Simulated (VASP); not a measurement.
# Pt (P2_1/m) in VASP: further runs, part 2 of 2

VASP 6.6.1. The steps go on from the part before.

### Step 3. Single point, PBEsol (atoms displaced along several vibrational modes)

Contents of INCAR:

```
  PREC = Accurate
  ENCUT = 520
  EDIFF = 1E-6
  ISMEAR = 0
  SIGMA = 0.15
  LREAL = False
  LASPH = True
  NELM = 60
  ALGO = Fast
  ISIF = 2
  LWAVE = False
  LCHARG = True
  GGA = PS
  LELF = True
  LVHAR = True
  NBANDS = 17
```

Contents of KPOINTS:

```
regular mesh
0
Gamma
  16 16 12
```

Contents of POSCAR:

```
Pt
1.0
    0.0000000000     -1.9589709029     -1.9589709029
    0.0000000000      1.9589709029     -1.9589709029
    3.9179418058      0.0000000000      0.0000000000
Pt
2
Direct
    0.5283312018      0.4943337596      0.5000000000
   -0.0283312018      0.0056662404      0.0000000000
```

Potentials or basis: VASP PAW PBE potentials, release 64 (Pt).

Run with:

```console
$ cat potpaw_PBE.64/Pt/POTCAR > POTCAR
$ mpirun -np 1 vasp_std > vasp.out
```

OUTCAR:

```text
PREC = Accurate
   ENCUT = 520
   EDIFF = 1E-6
   ISMEAR = 0
   LREAL = False
   LASPH = True
   NELM = 60
   ISIF = 2
   GGA = PS

 ion  position               nearest neighbor table
   1  0.528  0.494  0.500-   2 2.68   2 2.68   2 2.71   2 2.71   2 2.84   2 2.84   2 2.87   2 2.87

   2  0.972  0.006  0.000-   1 2.68   1 2.68   1 2.71   1 2.71   1 2.84   1 2.84   1 2.87   1 2.87

  LATTYP: Found a simple tetragonal cell.
 ALAT       =     2.7704032192
 C/A-ratio  =     1.4142135624

[... 673 lines left out ...]
------------------------ aborting loop because EDIFF is reached ----------------------------------------

  FORCE on cell =-STRESS in cart. coord.  units (eV):
  Direction    XX          YY          ZZ          XY          YZ          ZX
  --------------------------------------------------------------------------------------
  -------------------------------------------------------------------------------------
  Total        0.5331051      0.2393550      0.0661393      0.0000000     -0.1076408      0.0000000
  in kB       28.4039958     12.7529067      3.5239204      0.0000000     -5.7351349      0.0000000
  external PRESSURE =      14.8936076 kB  Pullay stress =       0.0000000 kB

 VOLUME and BASIS-vectors are now :
 -----------------------------------------------------------------------------
  energy-cutoff  :      520.00
  volume of cell :       30.07
      direct lattice vectors                 reciprocal lattice vectors
     0.000000000 -1.958970903 -1.958970903     0.000000000 -0.255236052 -0.255236052
     0.000000000  1.958970903 -1.958970903     0.000000000  0.255236052 -0.255236052
     3.917941806  0.000000000  0.000000000     0.255236052  0.000000000  0.000000000

 POSITION                                       TOTAL-FORCE (eV/Angst)
 -----------------------------------------------------------------------------------
      1.95897     -0.06660     -2.00337         0.000000      0.750400      0.449657
      0.00000     -1.89237     -1.91457         0.000000     -0.750400     -0.449657
 -----------------------------------------------------------------------------------
    total drift:                                0.000000      0.000000     -0.000000

  FREE ENERGIE OF THE ION-ELECTRON SYSTEM (eV)
  ---------------------------------------------------
  free  energy   TOTEN  =       -13.8742626493 eV

  energy  without entropy=      -13.8309955289  energy(sigma->0) =      -13.85262909
```

OSZICAR:

```text
N       E                     dE             d eps       ncg     rms          rms(c)
DAV:   1     0.102782069955E+03    0.10278E+03   -0.10278E+04 31500   0.112E+03
DAV:   2    -0.128574931611E+02   -0.11564E+03   -0.10986E+03 33479   0.248E+02
DAV:   3    -0.147655257575E+02   -0.19080E+01   -0.18848E+01 37995   0.319E+01
DAV:   4    -0.147754714575E+02   -0.99457E-02   -0.99443E-02 36849   0.244E+00
DAV:   5    -0.147755669277E+02   -0.95470E-04   -0.95469E-04 38674   0.243E-01    0.193E+01
RMM:   6    -0.139721336903E+02    0.80343E+00   -0.11141E+00 30976   0.789E+00    0.992E+00
RMM:   7    -0.138836845873E+02    0.88449E-01   -0.27750E-01 31926   0.396E+00    0.316E+00
RMM:   8    -0.138754576231E+02    0.82270E-02   -0.42649E-02 32348   0.161E+00    0.115E+00
RMM:   9    -0.138742339092E+02    0.12237E-02   -0.37031E-03 34618   0.456E-01    0.115E-01
RMM:  10    -0.138742727503E+02   -0.38841E-04   -0.45813E-04 34813   0.140E-01    0.114E-01
RMM:  11    -0.138742640609E+02    0.86894E-05   -0.55695E-05 35038   0.500E-02    0.567E-02
RMM:  12    -0.138742622554E+02    0.18055E-05   -0.21826E-05 34423   0.337E-02    0.780E-03
RMM:  13    -0.138742626493E+02   -0.39394E-06   -0.38020E-06 28322   0.123E-02
   1 F= -.13874263E+02 E0= -.13852629E+02  d E =-.432671E-01
```

stdout:

```text
POSCAR found type information on POSCAR Pt
 POSCAR found :  1 types and       2 ions
 scaLAPACK will be used
 -----------------------------------------------------------------------------
|                                                                             |
|                                                                             |
|     You enforced a specific xc type in the INCAR file but a different       |
|     I HOPE YOU KNOW WHAT YOU ARE DOING!                                     |
|                                                                             |
 -----------------------------------------------------------------------------

 LDA part: xc-table for (Slater+PW92), standard interpolation
 POSCAR, INCAR and KPOINTS ok, starting setup
 FFT: planning ... GRIDC
 FFT: planning ... GRID_SOFT
 FFT: planning ... GRID
 WAVECAR not read
 entering main loop
WARNING in EDDRMM: call to ZHEGV failed, returncode =   8  4     17
```

It took 6.8 min on 1 thread of Intel Xeon 8259CL, shared host; peak memory 0.47 GiB.

What came out:

```yaml
Free_energy: -13.8743 eV
Pressure: 1.5 GPa
Largest_force: 0.875 eV/Å
Band_gap_on_the_k_mesh: zero (bands 10 and 11 overlap by 1.41 eV)
```

Forces on the atoms (eV/Å):
```
Pt   0.000  0.750  0.450
Pt   0.000 -0.750 -0.450
```

Stress tensor (GPa, compression positive):
```
 2.84  0.00  0.00
 0.00  1.28 -0.57
 0.00 -0.57  0.35
```

Levels at points of the mesh, in eV from the Fermi level:
```csv
k point,band 8,band 9,band 10,band 11,band 12,band 13
"(0.00, 0.00, 0.00)",-1.59,-0.03,0.32,0.53,1.71,8.85
"(0.50, 0.00, 0.00)",-2.49,-2.40,-1.14,1.50,2.24,10.02
"(0.00, 0.50, 0.00)",-2.39,-1.76,-1.53,1.77,1.93,10.57
"(0.50, 0.50, 0.00)",0.45,0.48,0.51,1.82,1.96,8.72
"(0.00, 0.00, 0.50)",-2.26,-1.91,-1.91,-0.77,-0.77,16.06
"(0.50, 0.00, 0.50)",-0.72,0.00,0.00,0.26,0.26,5.76
"(0.00, 0.50, 0.50)",-0.57,-0.11,-0.11,0.05,0.05,5.84
"(0.50, 0.50, 0.50)",-1.92,0.50,0.50,6.88,6.88,8.06
```

Caveat: the cell differs from its parent crystal (atoms displaced along several vibrational modes); the PAW data sets were made with another functional, which shifts forces and pressure a little; spin-orbit coupling is left out, which moves the levels of the heavy elements.

### Step 4. Single point, PBEsol (atoms displaced along several vibrational modes)

Contents of INCAR:

```
PREC = Accurate ; ENCUT = 520
EDIFF = 1E-6 ; ISMEAR = 0
SIGMA = 0.15 ; LREAL = F
LASPH = T ; NELM = 60
ALGO = Fast ; ISIF = 2
LWAVE = F ; LCHARG = F
GGA = PS ; NBANDS = 17
```

Contents of KPOINTS:

```
Automatic mesh
0
Gamma
  16 16 12
```

Contents of POSCAR:

```
Pt
1.0
    0.0000000000     -1.9589709029     -1.9589709029
    0.0000000000      1.9589709029     -1.9589709029
    3.9179418058      0.0000000000      0.0000000000
Pt
2
Direct
    0.5339974422      0.4886675193      0.5000000000
   -0.0339974422      0.0113324807      0.0000000000
```

Run with:

```console
$ cat potpaw_PBE.64/Pt/POTCAR > POTCAR
$ mpirun -np 1 vasp_std > vasp.out
```

Wall time 4.9 min (1 thread of Intel Xeon 8259CL, shared host); peak memory 0.47 GiB.

The run converged. Its results:

```
Free energy            : -13.8352 eV
Pressure               : 2.4 GPa
Largest force          : 1.080 eV/Å
Band gap on the k mesh : zero (bands 10 and 11 overlap by 1.35 eV)
```

Forces in eV/Å, atoms in the order of the input:
```
Pt   0.000  1.007  0.389
Pt   0.000 -1.007 -0.389
```

Stress tensor (GPa, compression positive):
```
 4.56  0.00  0.00
 0.00  2.45 -0.76
 0.00 -0.76  0.26
```

Levels at points of the mesh, in eV from the Fermi level:
| k point | band 8 | band 9 | band 10 | band 11 | band 12 | band 13 |
| --- | --- | --- | --- | --- | --- | --- |
| (0.00, 0.00, 0.00) | -1.55 | -0.06 | 0.23 | 0.54 | 1.71 | 8.84 |
| (0.50, 0.00, 0.00) | -2.51 | -2.44 | -1.02 | 1.43 | 2.31 | 9.89 |
| (0.00, 0.50, 0.00) | -2.31 | -1.82 | -1.38 | 1.69 | 2.00 | 10.42 |
| (0.50, 0.50, 0.00) | 0.45 | 0.46 | 0.53 | 1.82 | 2.12 | 8.62 |
| (0.00, 0.00, 0.50) | -2.27 | -1.83 | -1.83 | -0.72 | -0.72 | 15.79 |
| (0.50, 0.00, 0.50) | -0.78 | -0.03 | -0.03 | 0.33 | 0.33 | 5.73 |
| (0.00, 0.50, 0.50) | -0.59 | -0.17 | -0.17 | 0.08 | 0.08 | 5.83 |
| (0.50, 0.50, 0.50) | -1.87 | 0.49 | 0.49 | 6.78 | 6.78 | 8.02 |

Caveat: the cell differs from its parent crystal (atoms displaced along several vibrational modes); the PAW data sets were made with another functional, which shifts forces and pressure a little; spin-orbit coupling is left out, which moves the levels of the heavy elements.

### Step 5. Summary

```csv
cell,gap on the mesh (eV),pressure (GPa),largest force (eV/Å)
"as given, atomic positions A",none,4.9,1.28
"as given, atomic positions B",none,1.5,0.87
"as given, atomic positions C",none,2.4,1.08
```

Alike in all rows: task single point; level PBEsol; potentials or basis VASP PAW PBE potentials, release 64 (Pt); no spin polarisation; k mesh 16 × 16 × 12; cutoff (eV) 520; smearing gaussian 0.15 eV.

Caveats: the PAW data sets were made with another functional, which shifts forces and pressure a little; spin-orbit coupling is left out, which moves the levels of the heavy elements; the stress differs along the axes, from 2 to 9 GPa (at least some runs).

Absolute energies hang on the potentials; compare differences alone.
